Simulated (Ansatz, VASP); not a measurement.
## One calculation of HC10, two programs

Contents of INCAR:

```
PREC = Accurate
ENCUT = 520
EDIFF = 1E-7
ISMEAR = 0
SIGMA = 0.1
LREAL = Auto
LASPH = T
NELM = 100
ALGO = Normal
ISIF = 2
LWAVE = F
LCHARG = T
LDIPOL = T
IDIPOL = 3
DIPOL = 0.5 0.5 0.298
GGA = PE
LELF = T
LVHAR = T
LVACPOTAV = T
NBANDS = 58
```

Contents of KPOINTS:

```
regular mesh
0
Gamma
  4 3 1
```

File POSCAR:

```
HC10
1.0
    8.5436715410      0.0000000000      0.0000000000
   -2.1359178852      8.6110540228      0.0000000000
    0.0000000000      0.0000000000     22.7788015587
C H
20 2
Direct
    0.0782061927      0.9794914374      0.1756018634
    0.5782061927      0.9794914374      0.1756018634
    0.4115395260      0.9794914374      0.1756018634
    0.9115395260      0.9794914374      0.1756018634
    0.3230790520      0.9589828748      0.2291807119
    0.8230790520      0.9589828748      0.2291807119
    0.1564123854      0.9589828748      0.2291807119
    0.6564123854      0.9589828748      0.2291807119
    0.0669021191      0.9383827998      0.2826780623
    0.5669021191      0.9383827998      0.2826780623
    0.4022889535      0.9383826011      0.2826780666
    0.9022889535      0.9383826011      0.2826780666
    0.3111130358      0.9176686260      0.3364248459
    0.8111130358      0.9176686260      0.3364248459
    0.1477209834      0.9176686383      0.3364247639
    0.6477209834      0.9176686383      0.3364247639
    0.0473696299      0.8987954532      0.3853929922
    0.5473696299      0.8987954532      0.3853929922
    0.4020260968      0.8987947219      0.3853934781
    0.9020260968      0.8987947219      0.3853934781
    0.2146917898      0.2321282990      0.4613407981
    0.3529227592      0.2321282990      0.4613407981
```

Input for Ansatz:

```yaml
crystal:
  lattice:
    - [8.543671541, 0.0, 0.0]
    - [-2.1359178852, 8.6110540228, 0.0]
    - [0.0, 0.0, 22.7788015587]
  atoms:
    - { symbol: C, position: [0.0782061927, 0.9794914374, 0.1756018634] }
    - { symbol: C, position: [0.5782061927, 0.9794914374, 0.1756018634] }
    - { symbol: C, position: [0.411539526, 0.9794914374, 0.1756018634] }
    - { symbol: C, position: [0.911539526, 0.9794914374, 0.1756018634] }
    - { symbol: C, position: [0.323079052, 0.9589828748, 0.2291807119] }
    - { symbol: C, position: [0.823079052, 0.9589828748, 0.2291807119] }
    - { symbol: C, position: [0.1564123854, 0.9589828748, 0.2291807119] }
    - { symbol: C, position: [0.6564123854, 0.9589828748, 0.2291807119] }
    - { symbol: C, position: [0.0669021191, 0.9383827998, 0.2826780623] }
    - { symbol: C, position: [0.5669021191, 0.9383827998, 0.2826780623] }
    - { symbol: C, position: [0.4022889535, 0.9383826011, 0.2826780666] }
    - { symbol: C, position: [0.9022889535, 0.9383826011, 0.2826780666] }
    - { symbol: C, position: [0.3111130358, 0.917668626, 0.3364248459] }
    - { symbol: C, position: [0.8111130358, 0.917668626, 0.3364248459] }
    - { symbol: C, position: [0.1477209834, 0.9176686383, 0.3364247639] }
    - { symbol: C, position: [0.6477209834, 0.9176686383, 0.3364247639] }
    - { symbol: C, position: [0.0473696299, 0.8987954532, 0.3853929922] }
    - { symbol: C, position: [0.5473696299, 0.8987954532, 0.3853929922] }
    - { symbol: C, position: [0.4020260968, 0.8987947219, 0.3853934781] }
    - { symbol: C, position: [0.9020260968, 0.8987947219, 0.3853934781] }
    - { symbol: H, position: [0.2146917898, 0.232128299, 0.4613407981] }
    - { symbol: H, position: [0.3529227592, 0.232128299, 0.4613407981] }
basis:
  ecutwfc: 420
kpoints:
  mp_grid: { grid: [4, 3, 1] }
hamiltonian:
  xc: pbe
  pseudopotentials: { kind: paw, azcp: { folder: soft_1 } }
scf:
  occupations: { method: gaussian, width: 0.1 }
output:
  forces: true
  eigenvalues: true
efield:
  axis: 3
  dipole_correction: true
  ramp_width: 0.04
```

Alike in both runs: task single point; functional PBE; k mesh 4 × 3 × 1; occupations gaussian, width 0.1 eV; no spin polarisation.

```csv
,VASP,Ansatz
version,VASP 6.6.1,Ansatz 0.2.0
potentials or method,"VASP PAW PBE potentials, release 64 (C, H), cutoff 520 eV","scalar-relativistic, plane waves, PAW"
valence electrons in the cell,82,82
```

```tsv
	VASP	Ansatz	Ansatz less VASP
gap on the k mesh at the Fermi level (eV)	0.26	0.26	+0.001
least direct gap on the mesh (eV)	0.36	0.36	-0.007
rms of the force components (eV/Å)	1.910	1.917	+0.0067
```

Atom by atom the forces differ by 0.024 eV/Å (rms over components). With one functional, cell and mesh, what is left measures potentials, basis and numerics.
